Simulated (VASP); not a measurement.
# Te2Mo (P-6m2) in VASP: a series of runs

Te2Mo is run at these levels: PBE, r2SCAN, HSE06; tasks: single point.

Program: VASP 6.6.1. These are calculated values, not measurements. Logs are shortened: lines on timing, memory, paths and dates and some standing lists are left out, and cuts for length are marked.

**1. The cell of the first run**

Symmetry: P-6m2, No. 187, hexagonal system. The conventional cell has a = 3.367 Å, b = 3.367 Å, c = 7.827 Å, α = 90.00°, β = 90.00°, γ = 120.00°. Within 3.5 Å of Te (site symmetry 3m) lie 3 Mo at 2.69 Å and 6 Te at 3.37 Å. Within 3.5 Å of Mo (site symmetry -6m2) lie 6 Te at 2.69 Å and 6 Mo at 3.37 Å.

**2. Single point, PBE (biaxial xy strain -4.8%)**

File INCAR:

```
PREC = Accurate
ENCUT = 520
EDIFF = 1E-6
ISMEAR = -1
SIGMA = 0.02
LREAL = F
LASPH = T
NELM = 100
ALGO = Normal
ISIF = 2
LWAVE = F
LCHARG = F
GGA = PE
NBANDS = 20
```

File KPOINTS:

```
regular mesh
0
Gamma
  12 12 4
```

File POSCAR:

```
Te2Mo
1.0
    3.3669604616      0.0000000000      0.0000000000
   -1.6834802308      2.9158732933      0.0000000000
    0.0000000000      0.0000000000      7.8269141206
Te Mo
2 1
Direct
    0.3333333333      0.6666666667      0.7622632885
    0.3333333333      0.6666666667      0.2377367115
    0.0000000000      0.0000000000      0.0000000000
```

Potentials or basis: VASP PAW PBE potentials, release 64 (Te, Mo_sv).

Command:

```console
cat potpaw_PBE.64/Te/POTCAR potpaw_PBE.64/Mo_sv/POTCAR > POTCAR
mpirun -np 1 vasp_std > vasp.out
```

OUTCAR:

```text
PREC = Accurate
   ENCUT = 520
   EDIFF = 1E-6
   ISMEAR = -1
   LREAL = F
   LASPH = T
   NELM = 100
   ISIF = 2
   GGA = PE

 ion  position               nearest neighbor table
   1  0.333  0.667  0.762-   3 2.69   3 2.69   3 2.69
   2  0.333  0.667  0.238-   3 2.69   3 2.69   3 2.69
   3  0.000  0.000  0.000-   1 2.69   2 2.69   1 2.69   2 2.69   1 2.69   2 2.69

  LATTYP: Found a hexagonal cell.
 ALAT       =     3.3669604616
 C/A-ratio  =     2.3246231163

  Lattice vectors:

 A1 = (   3.3669604616,   0.0000000000,   0.0000000000)
 A2 = (  -1.6834802308,   2.9158732933,   0.0000000000)
 A3 = (   0.0000000000,   0.0000000000,   7.8269141206)

Analysis of symmetry for initial positions (statically):
=====================================================================
 Subroutine PRICEL returns:
 Original cell was already a primitive cell.

 Routine SETGRP: Setting up the symmetry group for a
 hexagonal supercell.

 Subroutine GETGRP returns: Found 12 space group operations
 (whereof 12 operations were pure point group operations)
 out of a pool of 24 trial point group operations.

The static configuration has the point symmetry D_3h.

Analysis of symmetry for dynamics (positions and initial velocities):
=====================================================================
 Subroutine PRICEL returns:
 Original cell was already a primitive cell.

 Routine SETGRP: Setting up the symmetry group for a
 hexagonal supercell.

 Subroutine GETGRP returns: Found 12 space group operations
 (whereof 12 operations were pure point group operations)
 out of a pool of 24 trial point group operations.

The dynamic configuration has the point symmetry D_3h.

 Subroutine INISYM returns: Found 12 space group operations
 (whereof 12 operations are pure point group operations),
 and found     1 'primitive' translations

----------------------------------------------------------------------------------------

                                     Primitive cell

  volume of cell :      76.8417

  direct lattice vectors                    reciprocal lattice vectors
     3.366960462  0.000000000  0.000000000     0.297003785  0.171475215  0.000000000
    -1.683480231  2.915873293  0.000000000     0.000000000  0.342950430  0.000000000
     0.000000000  0.000000000  7.826914121     0.000000000  0.000000000  0.127764274

  length of vectors
[... 82 lines left out ...]
   ENCUT  =  520.0 eV  38.22 Ry    6.18 a.u.   6.26  6.26 14.55*2*pi/ulx,y,z
   NELM   =    100;   NELMIN=  2; NELMDL= -5     # of ELM steps
   EDIFF  = 0.1E-05   stopping-criterion for ELM
   LREAL  =      F    real-space projection
   EDIFFG = 0.1E-04   stopping-criterion for IOM
   NSW    =      0    number of steps for IOM
   IBRION =     -1    ionic relax: 0-MD 1-quasi-New 2-CG
   NFREE  =      0    steps in history (QN), initial steepest desc. (CG)
   ISIF   =      2    stress and relaxation
   ISYM   =      2    0-nonsym 1-usesym 2-fastsym
   POTIM  = 0.5000    time-step for ionic-motion
   TEBEG  =    0.0;   TEEND  =   0.0 temperature during run
   PSTRESS=    0.0 pullay stress
   NELECT =      26.0000    total number of electrons
   NUPDOWN=      -1.0000    fix difference up-down
   EMIN   =  10.00;   EMAX   =-10.00  energy-range for DOS
   EFERMI =   0.00;   METHOD = LEGACY
   ISMEAR =    -1;   SIGMA  =   0.02  broadening in eV -4-tet -1-fermi 0-gaus
   EFERMI_NEDOS =   21; number of points for ismear=-14 and -15
   IALGO  =     38    algorithm
   IMIX   =      4    mixing-type and parameters
     AMIX     =   0.40;   BMIX     =  1.00
     AMIX_MAG =   1.60;   BMIX_MAG =  1.00
  volume/ion in A,a.u.               =      25.61       172.85
  Fermi-wavevector in a.u.,A,eV,Ry     =   1.140776  2.155753 17.706198  1.301369
  Thomas-Fermi vector in A             =   2.277477
   LORBIT       =      0    0 simple, 1 ext, 2 COOP (PROOUT), +10 PAW based schemes
   GGA     = PE    functional components
   LHFCALC =     F    Hartree Fock is set to
   AEXX    =    0.0000 exact exchange contribution
   IVDW    =     0    specifies the selected vdW correction
   LEPSILON=     F    determine dielectric tensor
   LRPA    =     F    only Hartree local field effects (RPA)
 non-spin polarized calculation
  energy-cutoff  :      520.00
  volume of cell :       76.84
 maximum number of plane-waves:      2106
 NGX is ok and might be reduce to    28
   NGX = 13   NGY = 13   NGZ = 29

 number of electron      25.9999998 magnetization

 Free energy of the ion-electron system (eV)
  ---------------------------------------------------
  ext. energy  EPLUGINS =         0.00000000
  ---------------------------------------------------
  free energy    TOTEN  =       -17.76879895 eV

  energy without entropy =      -17.76879895  energy(sigma->0) =      -17.76879895

 E-fermi :   8.2374     XC(G=0): -10.1135

 val. band max:        7.9054259654   @ k =   0.5000  -0.0000   0.5000
 cond. band min:       8.5941744586   @ k =   0.2500   0.1667   0.0000
 fundamental gap:      0.6887484933
 Fermi energy:         8.2374109747

 k-point     1 :       0.0000    0.0000    0.0000
  band No.  band energies     occupation
      1     -52.8197      2.00000
      2     -27.0841      2.00000
      3     -26.8090      2.00000
      4     -26.8090      2.00000
      5      -5.5093      2.00000
      6      -4.5266      2.00000
[... 541 lines left out ...]
     19      13.9450      0.00000
     20      14.6260      0.00000

 [... further k-points ...]

------------------------ aborting loop because EDIFF is reached ----------------------------------------

  FORCE on cell =-STRESS in cart. coord.  units (eV):
  Direction    XX          YY          ZZ          XY          YZ          ZX
  --------------------------------------------------------------------------------------
  -------------------------------------------------------------------------------------
  Total        4.6406257      4.6406257      1.8311415      0.0000000      0.0000000      0.0000000
  in kB       96.7586700     96.7586700     38.1799420      0.0000000      0.0000000      0.0000000
  external PRESSURE =      77.2324273 kB  Pullay stress =       0.0000000 kB

 VOLUME and BASIS-vectors are now :
 -----------------------------------------------------------------------------
  energy-cutoff  :      520.00
  volume of cell :       76.84
      direct lattice vectors                 reciprocal lattice vectors
     3.366960462  0.000000000  0.000000000     0.297003785  0.171475215  0.000000000
    -1.683480231  2.915873293  0.000000000     0.000000000  0.342950430  0.000000000
     0.000000000  0.000000000  7.826914121     0.000000000  0.000000000  0.127764274

 POSITION                                       TOTAL-FORCE (eV/Angst)
 -----------------------------------------------------------------------------------
     -0.00000      1.94392      5.96617        -0.000000      0.000000     -0.227074
     -0.00000      1.94392      1.86074        -0.000000      0.000000      0.227074
      0.00000      0.00000      0.00000         0.000000      0.000000      0.000000
 -----------------------------------------------------------------------------------
    total drift:                                0.000000     -0.000000     -0.000000

  FREE ENERGIE OF THE ION-ELECTRON SYSTEM (eV)
  ---------------------------------------------------
  free  energy   TOTEN  =       -17.7687989528 eV

  energy  without entropy=      -17.7687989522  energy(sigma->0) =      -17.76879895
```

OSZICAR:

```text
N       E                     dE             d eps       ncg     rms          rms(c)
DAV:   1     0.168269742468E+03    0.16827E+03   -0.12318E+04  2432   0.116E+03
DAV:   2    -0.115267183266E+02   -0.17980E+03   -0.17472E+03  2784   0.284E+02
DAV:   3    -0.183118942207E+02   -0.67852E+01   -0.67001E+01  2872   0.495E+01
DAV:   4    -0.184171835463E+02   -0.10529E+00   -0.10524E+00  3032   0.622E+00
DAV:   5    -0.184183143375E+02   -0.11308E-02   -0.11307E-02  2756   0.598E-01    0.171E+01
DAV:   6    -0.179448832062E+02    0.47343E+00   -0.22386E+00  2444   0.937E+00    0.662E+00
DAV:   7    -0.179038866778E+02    0.40997E-01   -0.20905E+00  2368   0.635E+00    0.380E+00
DAV:   8    -0.177672175769E+02    0.13667E+00   -0.70275E-01  2404   0.433E+00    0.145E+00
DAV:   9    -0.177692716765E+02   -0.20541E-02   -0.36017E-02  2632   0.100E+00    0.655E-01
DAV:  10    -0.177686866499E+02    0.58503E-03   -0.91632E-03  2456   0.661E-01    0.120E-01
DAV:  11    -0.177687620388E+02   -0.75389E-04   -0.39863E-04  2588   0.136E-01    0.364E-02
DAV:  12    -0.177687709642E+02   -0.89254E-05   -0.46579E-05  2532   0.340E-02    0.179E-02
DAV:  13    -0.177687988324E+02   -0.27868E-04   -0.43856E-05  2348   0.300E-02    0.116E-02
DAV:  14    -0.177687989528E+02   -0.12037E-06   -0.92756E-07  2224   0.458E-03
   1 F= -.17768799E+02 E0= -.17768799E+02  d E =-.615230E-09
```

stdout:

```text
POSCAR found type information on POSCAR TeMo
 POSCAR found :  2 types and       3 ions
 scaLAPACK will be used
 LDA part: xc-table for (Slater+PW92), standard interpolation
 POSCAR, INCAR and KPOINTS ok, starting setup
 FFT: planning ... GRIDC
 FFT: planning ... GRID_SOFT
 FFT: planning ... GRID
 WAVECAR not read
 entering main loop
```

It took 81 s on 1 thread of Intel Xeon Platinum 8259CL at 2.50GHz (Skylake/Cascade Lake), shared host; peak memory 0.25 GiB.

Results:

```yaml
Free_energy: -17.7688 eV
Pressure: 7.7 GPa
Largest_force: 0.227 eV/Å
Band_gap_on_the_k_mesh: 0.69 eV (least direct gap 1.22 eV)
```

Forces on the atoms (eV/Å):
```
Te   0.000  0.000 -0.227
Te   0.000  0.000  0.227
Mo   0.000  0.000  0.000
```

Caveat: the cell differs from its parent crystal (biaxial xy strain -4.8%); the cell stands under pressure; spin-orbit coupling is left out, which moves the levels of the heavy elements; this functional lacks dispersion, which binds the layers, so the pressure and a relaxed spacing across them are unreliable. A k mesh can miss the band edges.

**3. Single point, r2SCAN (biaxial xy strain -4.8%)**

POSCAR is that of step 2.

File INCAR.step1:

```
PREC = Accurate ; ENCUT = 520
ISMEAR = 0 ; SIGMA = 0.01
LREAL = False ; LASPH = True
NELM = 60 ; NBANDS = 20
GGA = PE ; ALGO = Normal
EDIFF = 1E-4 ; LWAVE = True
LCHARG = False
```

File INCAR.step2:

```
PREC = Accurate ; ENCUT = 520
EDIFF = 1E-6 ; ISMEAR = 0
SIGMA = 0.01 ; LREAL = False
LASPH = True ; NELM = 60
ALGO = Normal ; ISIF = 2
LWAVE = False ; LCHARG = False
METAGGA = R2SCAN ; LMIXTAU = True
NBANDS = 20 ; ISTART = 1
```

KPOINTS is that of step 2.

Potentials or basis: VASP PAW PBE potentials, release 64 (Te, Mo_sv).

Command:

```console
cat potpaw_PBE.64/Te/POTCAR potpaw_PBE.64/Mo_sv/POTCAR > POTCAR
cp INCAR.step1 INCAR
mpirun -np 1 vasp_std > vasp.out
cp INCAR.step2 INCAR
mpirun -np 1 vasp_std > vasp.out
```

Run time: 4.9 min. Hardware: 1 thread of Intel Xeon Platinum 8259CL at 2.50GHz (Skylake/Cascade Lake), shared host; peak memory 0.27 GiB.

The run converged. Its results:

* Free energy: -77.5218 eV
* Pressure: 7.1 GPa
* Largest force: 0.005 eV/Å
* Band gap on the k mesh: 0.87 eV (least direct gap 1.36 eV)

Forces on the atoms (eV/Å):
```
Te   0.000  0.000 -0.005
Te   0.000  0.000  0.005
Mo   0.000  0.000  0.000
```

Stress tensor (GPa, compression positive):
```
9.74 0.00 0.00
0.00 9.74 0.00
0.00 0.00 1.92
```

Levels at points of the mesh, in eV from the valence-band top:
| k point | band 10 | band 11 | band 12 | band 13 | band 14 | band 15 | band 16 | band 17 |
| --- | --- | --- | --- | --- | --- | --- | --- | --- |
| (0.00, 0.00, 0.00) | -1.60 | -1.46 | -0.75 | -0.75 | 3.80 | 3.80 | 3.97 | 3.97 |
| (0.50, 0.00, 0.00) | -2.44 | -1.95 | -1.26 | -0.08 | 1.69 | 1.87 | 4.01 | 4.03 |
| (0.00, 0.00, 0.50) | -1.59 | -0.75 | -0.75 | -0.74 | 3.70 | 3.70 | 4.08 | 4.08 |
| (0.50, 0.00, 0.50) | -2.70 | -2.46 | -0.85 | 0.00 | 1.88 | 2.09 | 3.00 | 3.86 |

Caveat: the cell differs from its parent crystal (biaxial xy strain -4.8%); the cell stands under pressure; the PAW data sets were made with another functional, which shifts forces and pressure a little; spin-orbit coupling is left out, which moves the levels of the heavy elements.

**4. Single point, HSE06 (biaxial xy strain -4.8%)**

POSCAR is that of step 3.

File INCAR.step1:

```
SYSTEM = Te2Mo
  PREC = Accurate
  ENCUT = 520
  EDIFF = 1E-5
  ISMEAR = 0
  SIGMA = 0.01
  LREAL = .False.
  LASPH = .True.
  NELM = 80
  ALGO = Normal
  ISIF = 2
  LWAVE = .True.
  LCHARG = .False.
  NBANDS = 20
  GGA = PE
```

File INCAR.step2:

```
SYSTEM = Te2Mo
  PREC = Accurate
  ENCUT = 520
  EDIFF = 1E-6
  ISMEAR = 0
  SIGMA = 0.01
  LREAL = .False.
  LASPH = .True.
  NELM = 80
  ALGO = Normal
  ISIF = 2
  LWAVE = .False.
  LCHARG = .False.
  GGA = PE
  LHFCALC = .True.
  HFSCREEN = 0.2079
  PRECFOCK = Normal
  NBANDS = 20
  ISTART = 1
```

File KPOINTS:

```
regular mesh
0
Gamma
  6 6 2
  0 0 0
```

Command:

```console
cat potpaw_PBE.64/Te/POTCAR potpaw_PBE.64/Mo_sv/POTCAR > POTCAR
cp INCAR.step1 INCAR
mpirun -np 1 vasp_std > vasp.out
cp INCAR.step2 INCAR
mpirun -np 1 vasp_std > vasp.out
```

It took 35 min on 1 thread of AMD EPYC 7R13 (Zen 3), shared host; peak memory 0.31 GiB.

It converged, with:

| Property | Result |
| --- | --- |
| Free energy | -21.6395 eV |
| Pressure | 4.0 GPa |
| Largest force | 0.397 eV/Å |
| Band gap on the k mesh | 1.18 eV (least direct gap 1.77 eV) |

Forces in eV/Å, atoms in the order of the input:
```
Te   0.000  0.000  0.397
Te   0.000  0.000 -0.397
Mo   0.000  0.000  0.000
```

Stress tensor (GPa, compression positive):
```
 6.45  0.00  0.00
 0.00  6.45  0.00
 0.00  0.00 -0.85
```

Levels at points of the mesh, in eV from the valence-band top:
```csv
k point,band 9,band 10,band 11,band 12,band 13,band 14,band 15,band 16,band 17,band 18
"(0.00, 0.00, 0.00)",-1.81,-1.81,-1.58,-0.79,-0.79,4.27,4.27,4.47,4.47,5.64
"(0.50, 0.00, 0.00)",-4.33,-2.62,-2.12,-1.41,-0.08,2.06,2.26,4.42,4.47,4.60
"(0.00, 0.00, 0.50)",-1.80,-1.80,-0.82,-0.80,-0.80,4.17,4.17,4.58,4.58,7.16
"(0.50, 0.00, 0.50)",-3.92,-2.92,-2.65,-0.98,0.00,2.27,2.52,3.35,4.38,5.38
```

Caveat: the cell differs from its parent crystal (biaxial xy strain -4.8%); the cell stands under pressure; the PAW data sets were made with another functional, which shifts forces and pressure a little; spin-orbit coupling is left out, which moves the levels of the heavy elements; this functional lacks dispersion, which binds the layers, so the pressure and a relaxed spacing across them are unreliable. A k mesh can miss the band edges.

**5. Summary**

| level | k mesh | smearing | grid for exact exchange (PRECFOCK) | share of exact exchange | screening parameter | gap on the mesh (eV) | pressure (GPa) | largest force (eV/Å) |
| --- | --- | --- | --- | --- | --- | --- | --- | --- |
| PBE | 12 × 12 × 4 | fermi-dirac 0.02 eV | - | - | - | 0.69 | 7.7 | 0.23 |
| r2SCAN | 12 × 12 × 4 | gaussian 0.01 eV | - | - | - | 0.87 | 7.1 | 0.01 |
| HSE06 | 6 × 6 × 2 | gaussian 0.01 eV | Normal | 0.25 | 0.2079 1/Å | 1.18 | 4.0 | 0.40 |

Alike in all rows: task single point; potentials or basis VASP PAW PBE potentials, release 64 (Te, Mo_sv); no spin polarisation; cell as given; cutoff (eV) 520.

Caveats: the cell stands under pressure; spin-orbit coupling is left out, which moves the levels of the heavy elements; this functional lacks dispersion, which binds the layers, so the pressure and a relaxed spacing across them are unreliable (at least some runs); the PAW data sets were made with another functional, which shifts forces and pressure a little (at least some runs).

Total energies depend on the potentials used, so only differences within one code and one set of settings carry meaning.
